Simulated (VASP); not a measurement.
# Sn11CO24 (a cell with a defect) in VASP: electric field gradients with PBE

Aim: the electric field gradients of Sn11CO24 (a cell with a defect) with PBE.

Everything below comes from runs of VASP 6.6.1. Logs are shortened: lines on timing, memory, paths and dates and some standing lists are left out, and cuts for length are marked.

### 1 The cell of the first run

The cell holds a defect, 36 atoms: a = 6.827 Å, b = 6.827 Å, c = 9.723 Å, α = 90.00°, β = 90.00°, γ = 89.07°.

### 2 Electric field gradients, PBE

INCAR reads:

```
SYSTEM = Sn11CO24
ALGO     = Normal         ! electronic algorithm
EDIFF    = 1E-8           ! SCF threshold, eV
ENCUT    = 520            ! plane-wave cutoff, eV
GGA      = PE             ! functional
ISIF     = 2              ! what is computed and relaxed
ISMEAR   = -1             ! smearing method
LASPH    = .True.         ! aspherical terms in the spheres
LCHARG   = .False.        ! write CHGCAR
LEFG     = .True.       
LREAL    = Auto         
LUSENCCL = .False.      
LWAVE    = .False.        ! write WAVECAR
NBANDS   = 175            ! bands
NELM     = 100            ! most SCF steps
PREC     = Accurate       ! precision mode
SIGMA    = 0.01           ! smearing width, eV
```

KPOINTS reads:

```
k-points
0
Gamma
  3 3 2
  0 0 0
```

POSCAR reads:

```
Sn11CO24
1.0
    4.7880040000      4.8665820000      0.0000000000
   -4.7880040000      4.8665820000      0.0000000000
    0.0000000000      0.0000000000      9.7226940000
C Sn O
1 11 24
Direct
    0.5000000000      0.0000000000      0.1666666667
    0.5000000000      0.0000000000      0.5000000000
    0.5000000000      0.0000000000      0.8333333333
    0.0000000000      0.5000000000      0.1666666667
    0.0000000000      0.5000000000      0.5000000000
    0.0000000000      0.5000000000      0.8333333333
    0.0000000000      0.0000000000      0.0000000000
    0.0000000000      0.0000000000      0.3333333333
    0.0000000000      0.0000000000      0.6666666667
    0.5000000000      0.5000000000      0.0000000000
    0.5000000000      0.5000000000      0.3333333333
    0.5000000000      0.5000000000      0.6666666667
    0.3064485000      0.0145935000      0.0000000000
    0.3064485000      0.0145935000      0.3333333333
    0.3064485000      0.0145935000      0.6666666667
    0.8064485000      0.5145935000      0.0000000000
    0.8064485000      0.5145935000      0.3333333333
    0.8064485000      0.5145935000      0.6666666667
    0.4854065000      0.6935515000      0.1666666667
    0.4854065000      0.6935515000      0.5000000000
    0.4854065000      0.6935515000      0.8333333333
    0.9854065000      0.1935515000      0.1666666667
    0.9854065000      0.1935515000      0.5000000000
    0.9854065000      0.1935515000      0.8333333333
    0.5145935000      0.3064485000      0.1666666667
    0.5145935000      0.3064485000      0.5000000000
    0.5145935000      0.3064485000      0.8333333333
    0.0145935000      0.8064485000      0.1666666667
    0.0145935000      0.8064485000      0.5000000000
    0.0145935000      0.8064485000      0.8333333333
    0.6935515000      0.9854065000      0.0000000000
    0.6935515000      0.9854065000      0.3333333333
    0.6935515000      0.9854065000      0.6666666667
    0.1935515000      0.4854065000      0.0000000000
    0.1935515000      0.4854065000      0.3333333333
    0.1935515000      0.4854065000      0.6666666667
```

Potentials or basis: VASP PAW PBE potentials, release 64 (C, Sn_d, O).

The run is started by

```console
> cat potpaw_PBE.64/C/POTCAR potpaw_PBE.64/Sn_d/POTCAR potpaw_PBE.64/O/POTCAR > POTCAR
> mpirun -np 1 vasp_std > vasp.out
```

OUTCAR:

```text
SYSTEM = Sn11CO24
   EDIFF = 1E-8
   ENCUT = 520
   GGA = PE
   ISIF = 2
   ISMEAR = -1
   LASPH = .True.
   LREAL = Auto
   NELM = 100
   PREC = Accurate

 ion  position               nearest neighbor table
   1  0.500  0.000  0.167-
   2  0.500  0.000  0.500-  14 2.09  15 2.09  32 2.09  33 2.09  20 2.10  26 2.10   3 3.24
   3  0.500  0.000  0.833-  15 2.09  33 2.09  31 2.09  13 2.09  21 2.10  27 2.10   2 3.24
   4  0.000  0.500  0.167-  17 2.09  35 2.09  34 2.09  16 2.09  22 2.10  28 2.10   5 3.24   6 3.24

   5  0.000  0.500  0.500-  17 2.09  18 2.09  35 2.09  36 2.09  23 2.10  29 2.10   4 3.24   6 3.24

   6  0.000  0.500  0.833-  18 2.09  36 2.09  34 2.09  16 2.09  24 2.10  30 2.10   5 3.24   4 3.24
[... 23 lines left out ...]
  23  0.985  0.194  0.500-   8 2.09   9 2.09   5 2.10
  24  0.985  0.194  0.833-   9 2.09   7 2.09   6 2.10
  25  0.515  0.306  0.167-  11 2.09  10 2.09
  26  0.515  0.306  0.500-  11 2.09  12 2.09   2 2.10
  27  0.515  0.306  0.833-  12 2.09  10 2.09   3 2.10
  28  0.015  0.806  0.167-   8 2.09   7 2.09   4 2.10
  29  0.015  0.806  0.500-   8 2.09   9 2.09   5 2.10
  30  0.015  0.806  0.833-   9 2.09   7 2.09   6 2.10
  31  0.694  0.985  0.000-   3 2.09   7 2.10
  32  0.694  0.985  0.333-   2 2.09   8 2.10
  33  0.694  0.985  0.667-   3 2.09   2 2.09   9 2.10
  34  0.194  0.485  0.000-   4 2.09   6 2.09  10 2.10
  35  0.194  0.485  0.333-   4 2.09   5 2.09  11 2.10
  36  0.194  0.485  0.667-   6 2.09   5 2.09  12 2.10

  LATTYP: Found a base centered orthorhombic cell.
 ALAT       =     9.5760080000
 B/A-ratio  =     1.0164114316
 C/A-ratio  =     1.0153180741

  Lattice vectors:

 A1 = (   4.7880040000,  -4.8665820000,   0.0000000000)
 A2 = (   4.7880040000,   4.8665820000,   0.0000000000)
 A3 = (   0.0000000000,   0.0000000000,   9.7226940000)

Analysis of symmetry for initial positions (statically):
=====================================================================
 Subroutine PRICEL returns:
 Original cell was already a primitive cell.

 Routine SETGRP: Setting up the symmetry group for a
 base centered orthorhombic supercell.

 Subroutine GETGRP returns: Found  4 space group operations
 (whereof  2 operations were pure point group operations)
 out of a pool of  8 trial point group operations.

The static configuration has the point symmetry C_2 .
 The point group associated with its full space group is C_2h.

Analysis of symmetry for dynamics (positions and initial velocities):
=====================================================================
 Subroutine PRICEL returns:
 Original cell was already a primitive cell.

 Routine SETGRP: Setting up the symmetry group for a
 base centered orthorhombic supercell.

 Subroutine GETGRP returns: Found  4 space group operations
 (whereof  2 operations were pure point group operations)
 out of a pool of  8 trial point group operations.

The dynamic configuration has the point symmetry C_2 .
 The point group associated with its full space group is C_2h.

 Subroutine INISYM returns: Found  4 space group operations
 (whereof  2 operations are pure point group operations),
 and found     1 'primitive' translations

----------------------------------------------------------------------------------------

                                     Primitive cell

  volume of cell :     453.1011

  direct lattice vectors                    reciprocal lattice vectors
     4.788004000  4.866582000  0.000000000     0.104427649  0.102741513 -0.000000000
    -4.788004000  4.866582000  0.000000000    -0.104427649  0.102741513  0.000000000
     0.000000000  0.000000000  9.722694000     0.000000000 -0.000000000  0.102852152

  length of vectors
     6.827049338  6.827049338  9.722694000     0.146495571  0.146495571  0.102852152

  position of ions in fractional coordinates (direct lattice)
[... 135 lines left out ...]
   NSW    =      0    number of steps for IOM
   IBRION =     -1    ionic relax: 0-MD 1-quasi-New 2-CG
   NFREE  =      0    steps in history (QN), initial steepest desc. (CG)
   ISIF   =      2    stress and relaxation
   ISYM   =      2    0-nonsym 1-usesym 2-fastsym
   POTIM  = 0.5000    time-step for ionic-motion
   TEBEG  =    0.0;   TEEND  =   0.0 temperature during run
   PSTRESS=    0.0 pullay stress
   NELECT =     302.0000    total number of electrons
   NUPDOWN=      -1.0000    fix difference up-down
   EMIN   =  10.00;   EMAX   =-10.00  energy-range for DOS
   EFERMI =   0.00;   METHOD = LEGACY
   ISMEAR =    -1;   SIGMA  =   0.01  broadening in eV -4-tet -1-fermi 0-gaus
   EFERMI_NEDOS =   21; number of points for ismear=-14 and -15
   IALGO  =     38    algorithm
   IMIX   =      4    mixing-type and parameters
     AMIX     =   0.40;   BMIX     =  1.00
     AMIX_MAG =   1.60;   BMIX_MAG =  1.00
  volume/ion in A,a.u.               =      12.59        84.94
  Fermi-wavevector in a.u.,A,eV,Ry     =   1.430031  2.702367 27.823756  2.044988
  Thomas-Fermi vector in A             =   2.549920
   LORBIT       =      0    0 simple, 1 ext, 2 COOP (PROOUT), +10 PAW based schemes
   GGA     = PE    functional components
   LHFCALC =     F    Hartree Fock is set to
   AEXX    =    0.0000 exact exchange contribution
   IVDW    =     0    specifies the selected vdW correction
   LEPSILON=     F    determine dielectric tensor
   LRPA    =     F    only Hartree local field effects (RPA)
 non-spin polarized calculation
  energy-cutoff  :      520.00
  volume of cell :      453.10
 maximum number of plane-waves:     12216
 NGX is ok and might be reduce to    54
   NGX = 25   NGY = 25   NGZ = 37

 number of electron     302.0000041 magnetization

 Free energy of the ion-electron system (eV)
  ---------------------------------------------------
  ext. energy  EPLUGINS =         0.00000000
  ---------------------------------------------------
  free energy    TOTEN  =      -216.84253689 eV

  energy without entropy =     -216.84235968  energy(sigma->0) =     -216.84244828

 E-fermi :   4.8344     XC(G=0): -10.8486

 val. band max:        4.7780287930   @ k =   0.0000  -0.3333   0.5000
 cond. band min:       4.8881801009   @ k =   0.3333   0.0000   0.0000
 fundamental gap:      0.1101513079
 Fermi energy:         4.8344029441

 k-point     1 :       0.0000    0.0000    0.0000
  band No.  band energies     occupation
      1     -16.0545      2.00000
      2     -15.8301      2.00000
      3     -15.8102      2.00000
      4     -15.7859      2.00000
      5     -15.7701      2.00000
      6     -15.7185      2.00000
[... 1649 lines left out ...]
    162      10.2204      0.00000
    163      10.3972      0.00000
 [bands above 163 left out]

------------------------ aborting loop because EDIFF is reached ----------------------------------------

  FORCE on cell =-STRESS in cart. coord.  units (eV):
  Direction    XX          YY          ZZ          XY          YZ          ZX
  --------------------------------------------------------------------------------------
  -------------------------------------------------------------------------------------
  Total       -6.0122645     -6.6927549    -10.3016416      1.4893936      0.0000000      0.0000000
  in kB      -21.2595221    -23.6657536    -36.4268701      5.2665343      0.0000000      0.0000000
  external PRESSURE =     -27.1173819 kB  Pullay stress =       0.0000000 kB

 VOLUME and BASIS-vectors are now :
 -----------------------------------------------------------------------------
  energy-cutoff  :      520.00
  volume of cell :      453.10
      direct lattice vectors                 reciprocal lattice vectors
     4.788004000  4.866582000  0.000000000     0.104427649  0.102741513 -0.000000000
    -4.788004000  4.866582000  0.000000000    -0.104427649  0.102741513  0.000000000
     0.000000000  0.000000000  9.722694000     0.000000000 -0.000000000  0.102852152

 POSITION                                       TOTAL-FORCE (eV/Angst)
 -----------------------------------------------------------------------------------
      2.39400      2.43329      1.62045         0.000000      0.000000     -0.000000
      2.39400      2.43329      4.86135         0.000000      0.000000     -0.866386
      2.39400      2.43329      8.10224         0.000000      0.000000      0.866386
     -2.39400      2.43329      1.62045         0.000000      0.000000     -0.000000
     -2.39400      2.43329      4.86135         0.000000      0.000000     -0.124020
     -2.39400      2.43329      8.10224         0.000000      0.000000      0.124020
[... 28 lines left out ...]
     -1.39740      3.30420      3.24090        -0.094122      0.010961      0.106301
     -1.39740      3.30420      6.48180        -0.095335      0.010942     -0.000000
 -----------------------------------------------------------------------------------
    total drift:                                0.000000     -0.000000      0.000010

  FREE ENERGIE OF THE ION-ELECTRON SYSTEM (eV)
  ---------------------------------------------------
  free  energy   TOTEN  =      -216.8425368888 eV

  energy  without entropy=     -216.8423596806  energy(sigma->0) =     -216.84244828

 Electric field gradients (V/A^2)
---------------------------------------------------------------------
 ion       V_xx      V_yy      V_zz      V_xy      V_xz      V_yz
---------------------------------------------------------------------
   1       0.668     1.393    -2.061    -3.171    -0.000     0.000
   2      23.075    26.002   -49.076    16.364     0.000     0.000
   3      23.075    26.002   -49.076    16.364     0.000    -0.000
   4      24.731    27.061   -51.792    23.942     0.000    -0.000
   5      26.535    30.255   -56.790    15.789    -0.000     0.000
   6      26.535    30.255   -56.790    15.789     0.000    -0.000
[... 28 lines left out ...]
  35     -26.467   -21.992    48.459    85.781    -1.255    -2.071
  36     -24.240   -23.953    48.193    84.820    -0.000    -0.000
---------------------------------------------------------------------

 Electric field gradients after diagonalization (V/A^2)
 (convention: |V_zz| > |V_xx| > |V_yy|)
----------------------------------------------------------------------
 ion       V_xx      V_yy      V_zz     asymmetry (V_yy - V_xx)/ V_zz
----------------------------------------------------------------------
   1      -2.161    -2.061     4.222       0.024
   2      40.967     8.109   -49.076       0.670
   3      40.967     8.109   -49.076       0.670
   4      49.866     1.926   -51.792       0.926
   5      44.293    12.497   -56.790       0.560
   6      44.293    12.497   -56.790       0.560
[... 28 lines left out ...]
  35      61.992    48.050  -110.042       0.127
  36      60.724    48.193  -108.917       0.115
----------------------------------------------------------------------

           NMR quadrupolar parameters

 Cq : quadrupolar parameter    Cq=e*Q*V_zz/h
 eta: asymmetry parameters     (V_yy - V_xx)/ V_zz
 Q  : nuclear electric quadrupole moment in mb (millibarn)
----------------------------------------------------------------------
 ion       Cq(MHz)       eta       Q (mb)
----------------------------------------------------------------------
   1       0.010       0.024       1.000
   2      -0.119       0.670       1.000
   3      -0.119       0.670       1.000
   4      -0.125       0.926       1.000
   5      -0.137       0.560       1.000
   6      -0.137       0.560       1.000
[... 28 lines left out ...]
  35      -0.266       0.127       1.000
  36      -0.263       0.115       1.000
----------------------------------------------------------------------
```

Wall time 4.2 min (1 × NVIDIA H100 80GB with 1 thread of Intel Xeon Platinum 8481C at 2.70GHz (Sapphire Rapids), shared host); peak memory 1.7 GiB.

What came out:

```
Free energy                             : -216.8425 eV
Pressure                                : -2.7 GPa
Largest force                           : 1.273 eV/Å
Band gap on the k mesh                  : 0.11 eV
Largest electric field gradient by atom : C +4.2; Sn -49.1, -51.8, -56.8, -49.3, -52.6, -62.7, -56.7 (each value once); O -144.2, -111.9, -110.0, -108.9, -146.5, -108.1, -111.7, -102.6 (each value once) V/Å²
```

Forces in eV/Å, atoms in the order of the input:
```
C    0.000  0.000  0.000
Sn   0.000  0.000 -0.866
Sn   0.000  0.000  0.866
Sn   0.000  0.000  0.000
Sn   0.000  0.000 -0.124
Sn   0.000  0.000  0.124
Sn   0.000  0.000  0.760
Sn   0.000  0.000 -0.760
Sn   0.000  0.000  0.000
Sn   0.000  0.000 -0.099
Sn   0.000  0.000  0.099
Sn   0.000  0.000  0.000
O    0.571  0.552  0.994
O    0.571  0.552 -0.994
O   -0.012 -0.112  0.000
O    0.094 -0.011 -0.106
O    0.094 -0.011  0.106
O    0.095 -0.011  0.000
O   -0.836  0.824  0.000
O    0.084  0.013  0.101
O    0.084  0.013 -0.101
O   -0.073  0.145  0.000
O    0.080  0.067  0.064
O    0.080  0.067 -0.064
O    0.836 -0.824  0.000
O   -0.084 -0.013  0.101
O   -0.084 -0.013 -0.101
O    0.073 -0.145  0.000
O   -0.080 -0.067  0.064
O   -0.080 -0.067 -0.064
O   -0.571 -0.552  0.994
O   -0.571 -0.552 -0.994
O    0.012  0.112  0.000
O   -0.094  0.011 -0.106
O   -0.094  0.011  0.106
O   -0.095  0.011  0.000
```

Electric field gradients, principal values (V/Å²):
```tsv
atom	least	middle	greatest (by size)
1 C	-2.061	-2.161	4.222
2 Sn	8.109	40.967	-49.076
3 Sn	8.109	40.967	-49.076
4 Sn	1.926	49.866	-51.792
5 Sn	12.497	44.293	-56.790
6 Sn	12.497	44.293	-56.790
7 Sn	0.394	48.919	-49.313
8 Sn	0.394	48.919	-49.313
9 Sn	6.332	46.263	-52.595
10 Sn	9.783	52.925	-62.708
11 Sn	9.783	52.925	-62.708
12 Sn	12.661	44.075	-56.736
13 O	25.778	118.413	-144.191
14 O	25.778	118.413	-144.191
15 O	47.890	64.043	-111.933
16 O	48.050	61.992	-110.042
17 O	48.050	61.992	-110.042
18 O	48.193	60.724	-108.917
19 O	8.297	138.203	-146.500
20 O	46.042	62.025	-108.067
21 O	46.042	62.025	-108.067
22 O	48.919	62.813	-111.732
23 O	44.296	58.287	-102.583
24 O	44.296	58.287	-102.583
25 O	8.297	138.203	-146.500
26 O	46.042	62.025	-108.067
27 O	46.042	62.025	-108.067
28 O	48.919	62.813	-111.732
29 O	44.296	58.287	-102.583
30 O	44.296	58.287	-102.583
31 O	25.778	118.413	-144.191
32 O	25.778	118.413	-144.191
33 O	47.890	64.043	-111.933
34 O	48.050	61.992	-110.042
35 O	48.050	61.992	-110.042
36 O	48.193	60.724	-108.917
```

Caveat: without QUAD_EFG the Cq values of the log hold for a quadrupole moment of 1 mb, not for the nuclei; spin-orbit coupling is left out, which moves the levels of the heavy elements.
